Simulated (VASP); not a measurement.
# Na2Sr2Te3 (P6/mmm) in VASP: a series of runs, part 2 of 2

VASP 6.6.1. Earlier steps stand in the parts before.

## (3) Single point, PBE

This run uses another cell than the first one, of 39.04 Å³/atom.

The input, INCAR:

```
SYSTEM = Na2Sr2Te3
PREC     = Accurate       ! precision mode
ENCUT    = 520            ! plane-wave cutoff, eV
EDIFF    = 1E-6           ! SCF threshold, eV
ISMEAR   = 0              ! smearing method
SIGMA    = 0.1            ! smearing width, eV
LREAL    = .FALSE.        ! projectors in reciprocal space
LASPH    = .TRUE.         ! aspherical terms in the spheres
NELM     = 60             ! most SCF steps
ALGO     = Fast           ! electronic algorithm
ISIF     = 2              ! what is computed and relaxed
LWAVE    = .FALSE.        ! write WAVECAR
LCHARG   = .FALSE.        ! write CHGCAR
GGA      = PE             ! functional
NBANDS   = 35             ! bands
```

The input, KPOINTS:

```
Automatic mesh
0
G
  6 6 4
  0 0 0
```

The input, POSCAR:

```
Na2Sr2Te3
1.0
    5.5972792049      0.0000000000      0.0000000000
   -2.7986396024      4.8473859835      0.0000000000
    0.0000000000      0.0000000000     10.0731531428
Na Sr Te
2 2 3
Direct
    0.3333333333      0.6666666667      0.5000000000
    0.6666666667      0.3333333333      0.5000000000
    0.3333333333      0.6666666667      0.0000000000
    0.6666666667      0.3333333333      0.0000000000
    0.0000000000      0.0000000000      0.5000000000
    0.0000000000      0.0000000000      0.1614059360
    0.0000000000      0.0000000000      0.8385940640
```

Potentials or basis: VASP PAW PBE potentials, release 64 (Na_pv, Sr_sv, Te).

Launch:

```console
> cat potpaw_PBE.64/Na_pv/POTCAR potpaw_PBE.64/Sr_sv/POTCAR potpaw_PBE.64/Te/POTCAR > POTCAR
> mpirun -np 1 vasp_std > vasp.out
```

OUTCAR:

```text
SYSTEM = Na2Sr2Te3
   PREC = Accurate
   ENCUT = 520
   EDIFF = 1E-6
   ISMEAR = 0
   LREAL = .FALSE.
   LASPH = .TRUE.
   NELM = 60
   ISIF = 2
   GGA = PE

 ion  position               nearest neighbor table
   1  0.333  0.667  0.500-   5 3.23   5 3.23   5 3.23
   2  0.667  0.333  0.500-   5 3.23   5 3.23   5 3.23
   3  0.333  0.667  0.000-   4 3.23   4 3.23   4 3.23   7 3.62   6 3.62   7 3.62   6 3.62   7 3.62
                             6 3.62
   4  0.667  0.333  0.000-   3 3.23   3 3.23   3 3.23   7 3.62   6 3.62   6 3.62   7 3.62   6 3.62
                             7 3.62
   5  0.000  0.000  0.500-   1 3.23   2 3.23   1 3.23   2 3.23   2 3.23   1 3.23   6 3.41   7 3.41

   6  0.000  0.000  0.161-   7 3.25   5 3.41   3 3.62   4 3.62   3 3.62   4 3.62   4 3.62   3 3.62

   7  0.000  0.000  0.839-   6 3.25   5 3.41   3 3.62   4 3.62   3 3.62   4 3.62   4 3.62   3 3.62

  LATTYP: Found a hexagonal cell.
 ALAT       =     5.5972792049
 C/A-ratio  =     1.7996517190

  Lattice vectors:

 A1 = (   5.5972792049,   0.0000000000,   0.0000000000)
 A2 = (  -2.7986396024,   4.8473859835,   0.0000000000)
 A3 = (   0.0000000000,   0.0000000000,  10.0731531428)

Analysis of symmetry for initial positions (statically):
=====================================================================
 Subroutine PRICEL returns:
 Original cell was already a primitive cell.

 Routine SETGRP: Setting up the symmetry group for a
 hexagonal supercell.

 Subroutine GETGRP returns: Found 24 space group operations
 (whereof 24 operations were pure point group operations)
 out of a pool of 24 trial point group operations.

The static configuration has the point symmetry D_6h.

Analysis of symmetry for dynamics (positions and initial velocities):
=====================================================================
 Subroutine PRICEL returns:
 Original cell was already a primitive cell.

 Routine SETGRP: Setting up the symmetry group for a
 hexagonal supercell.

 Subroutine GETGRP returns: Found 24 space group operations
 (whereof 24 operations were pure point group operations)
 out of a pool of 24 trial point group operations.

The dynamic configuration has the point symmetry D_6h.

 Subroutine INISYM returns: Found 24 space group operations
 (whereof 24 operations are pure point group operations),
 and found     1 'primitive' translations

----------------------------------------------------------------------------------------

                                     Primitive cell

  volume of cell :     273.3065

  direct lattice vectors                    reciprocal lattice vectors
     5.597279205  0.000000000  0.000000000     0.178658231  0.103148378  0.000000000
    -2.798639602  4.847385983  0.000000000     0.000000000  0.206296755  0.000000000
     0.000000000  0.000000000 10.073153143     0.000000000  0.000000000  0.099273781

  length of vectors
     5.597279205  5.597279205 10.073153143     0.206296755  0.206296755  0.099273781

  position of ions in fractional coordinates (direct lattice)
     0.333333333  0.666666667  0.500000000
     0.666666667  0.333333333  0.500000000
[... 44 lines left out ...]
  0.000000  0.000000  0.000000      1.000000
  0.166667 -0.000000  0.000000      6.000000
  0.333333 -0.000000  0.000000      6.000000
  0.500000 -0.000000  0.000000      3.000000
  0.166667  0.166667  0.000000      6.000000
  0.333333  0.166667  0.000000     12.000000
[... 13 lines left out ...]
  0.333333  0.166667  0.500000     12.000000
  0.333333  0.333333  0.500000      2.000000
   k-points           NKPTS =     21   k-points in BZ     NKDIM =     21   number of bands    NBANDS=     35
   number of dos      NEDOS =    301   number of ions     NIONS =      7
   total plane-waves  NPLWV = 141120
   dimension x,y,z NGX =    42 NGY =   42 NGZ =   80
   dimension x,y,z NGXF=    84 NGYF=   84 NGZF=  160
   ions per type =               2   2   3
   NGX,Y,Z   is equivalent  to a cutoff of  12.47, 12.47, 13.20 a.u.
   NGXF,Y,Z  is equivalent  to a cutoff of  24.95, 24.95, 26.41 a.u.
 SYSTEM =  Na2Sr2Te3
   PREC   = accura    normal or accurate (medium, high low for compatibility)
   ISTART =      0    job   : 0-new  1-cont  2-samecut
   ICHARG =      2    charge: 1-file 2-atom 10-const
   ISPIN  =      1    spin polarized calculation?
   LNONCOLLINEAR =      F non collinear calculations
   LSORBIT =      F    spin-orbit coupling
   LASPH  =      T    aspherical Exc in radial PAW
   ENCUT  =  520.0 eV  38.22 Ry    6.18 a.u.  10.41 10.41 18.73*2*pi/ulx,y,z
   NELM   =     60;   NELMIN=  2; NELMDL= -5     # of ELM steps
   EDIFF  = 0.1E-05   stopping-criterion for ELM
   LREAL  =      F    real-space projection
   EDIFFG = 0.1E-04   stopping-criterion for IOM
   NSW    =      0    number of steps for IOM
   IBRION =     -1    ionic relax: 0-MD 1-quasi-New 2-CG
   NFREE  =      0    steps in history (QN), initial steepest desc. (CG)
   ISIF   =      2    stress and relaxation
   ISYM   =      2    0-nonsym 1-usesym 2-fastsym
   POTIM  = 0.5000    time-step for ionic-motion
   TEBEG  =    0.0;   TEEND  =   0.0 temperature during run
   PSTRESS=    0.0 pullay stress
   NELECT =      52.0000    total number of electrons
   NUPDOWN=      -1.0000    fix difference up-down
   EMIN   =  10.00;   EMAX   =-10.00  energy-range for DOS
   EFERMI =   0.00;   METHOD = LEGACY
   ISMEAR =     0;   SIGMA  =   0.10  broadening in eV -4-tet -1-fermi 0-gaus
   EFERMI_NEDOS =   21; number of points for ismear=-14 and -15
   IALGO  =     68    algorithm
   IMIX   =      4    mixing-type and parameters
     AMIX     =   0.40;   BMIX     =  1.00
     AMIX_MAG =   1.60;   BMIX_MAG =  1.00
  volume/ion in A,a.u.               =      39.04       263.48
  Fermi-wavevector in a.u.,A,eV,Ry     =   0.941584  1.779337 12.062670  0.886581
  Thomas-Fermi vector in A             =   2.069110
   LORBIT       =      0    0 simple, 1 ext, 2 COOP (PROOUT), +10 PAW based schemes
   GGA     = PE    functional components
   LHFCALC =     F    Hartree Fock is set to
   AEXX    =    0.0000 exact exchange contribution
   IVDW    =     0    specifies the selected vdW correction
   LEPSILON=     F    determine dielectric tensor
   LRPA    =     F    only Hartree local field effects (RPA)
 non-spin polarized calculation
 RMM-DIIS sequential band-by-band and
 Gauss-broadening in eV      SIGMA  =   0.10
  energy-cutoff  :      520.00
  volume of cell :      273.31
 maximum number of plane-waves:      7394
 NGX is ok and might be reduce to    42
   NGX = 21   NGY = 21   NGZ = 37

 number of electron      51.9999988 magnetization

 Free energy of the ion-electron system (eV)
  ---------------------------------------------------
  ext. energy  EPLUGINS =         0.00000000
  ---------------------------------------------------
  free energy    TOTEN  =       -18.89758577 eV

  energy without entropy =      -18.87944331  energy(sigma->0) =      -18.88851454

 E-fermi :   3.5579     XC(G=0):  -7.6432

 val. band max:        3.4995043234   @ k =   0.3333  -0.0000   0.5000
 cond. band min:       3.5652480874   @ k =   0.1667  -0.0000   0.5000
 fundamental gap:      0.0657437640
 Fermi energy:         3.5578641389

 k-point     1 :       0.0000    0.0000    0.0000
  band No.  band energies     occupation
      1     -33.6524      2.00000
      2     -33.4506      2.00000
      3     -22.3393      2.00000
      4     -22.3393      2.00000
      5     -22.3393      2.00000
      6     -22.3273      2.00000
[... 787 lines left out ...]
     34       5.5783      0.00000
     35       6.9327      0.00000

------------------------ aborting loop because EDIFF is reached ----------------------------------------

  FORCE on cell =-STRESS in cart. coord.  units (eV):
  Direction    XX          YY          ZZ          XY          YZ          ZX
  --------------------------------------------------------------------------------------
  -------------------------------------------------------------------------------------
  Total        0.1181926      0.1181926      0.0062772      0.0000000     -0.0000000      0.0000000
  in kB        0.6928685      0.6928685      0.0367982      0.0000000     -0.0000000      0.0000000
  external PRESSURE =       0.4741784 kB  Pullay stress =       0.0000000 kB

 VOLUME and BASIS-vectors are now :
 -----------------------------------------------------------------------------
  energy-cutoff  :      520.00
  volume of cell :      273.31
      direct lattice vectors                 reciprocal lattice vectors
     5.597279205  0.000000000  0.000000000     0.178658231  0.103148378  0.000000000
    -2.798639602  4.847385983  0.000000000     0.000000000  0.206296755  0.000000000
     0.000000000  0.000000000 10.073153143     0.000000000  0.000000000  0.099273781

 POSITION                                       TOTAL-FORCE (eV/Angst)
 -----------------------------------------------------------------------------------
     -0.00000      3.23159      5.03658         0.000000     -0.000000      0.000000
      2.79864      1.61580      5.03658        -0.000000     -0.000000     -0.000000
     -0.00000      3.23159      0.00000        -0.000000      0.000000      0.000000
      2.79864      1.61580      0.00000        -0.000000     -0.000000     -0.000000
      0.00000      0.00000      5.03658        -0.000000     -0.000000      0.000000
      0.00000      0.00000      1.62587         0.000000      0.000000      0.003304
      0.00000      0.00000      8.44729         0.000000     -0.000000     -0.003304
 -----------------------------------------------------------------------------------
    total drift:                               -0.000000      0.000000      0.000000

  FREE ENERGIE OF THE ION-ELECTRON SYSTEM (eV)
  ---------------------------------------------------
  free  energy   TOTEN  =       -18.8975857664 eV

  energy  without entropy=      -18.8794433114  energy(sigma->0) =      -18.88851454
```

It took 18 min on 1 thread of Oxide Virtual Turin-like, shared host; peak memory 0.46 GiB.

What came out:

* Free energy: -18.8976 eV
* Pressure: 0.0 GPa
* Largest force: 0.003 eV/Å
* Band gap on the k mesh: zero (bands 26 and 27 overlap by 1.02 eV)

Forces on the atoms (eV/Å):
```
Na   0.000  0.000  0.000
Na   0.000  0.000  0.000
Sr   0.000  0.000  0.000
Sr   0.000  0.000  0.000
Te   0.000  0.000  0.000
Te   0.000  0.000  0.003
Te   0.000  0.000 -0.003
```

Levels at points of the mesh, in eV from the Fermi level:
| k point | band 24 | band 25 | band 26 | band 27 | band 28 | band 29 |
| --- | --- | --- | --- | --- | --- | --- |
| (0.00, 0.00, 0.00) | -2.47 | -2.47 | -1.12 | 0.28 | 0.58 | 0.58 |
| (0.50, 0.00, 0.00) | -2.93 | -2.78 | -0.42 | 0.63 | 0.70 | 0.90 |
| (0.00, 0.00, 0.50) | -2.16 | -1.47 | -0.99 | -0.58 | -0.33 | 0.55 |
| (0.50, 0.00, 0.50) | -2.53 | -1.10 | -0.84 | -0.32 | 0.39 | 0.47 |

Caveat: spin-orbit coupling is left out, which moves the levels of the heavy elements.
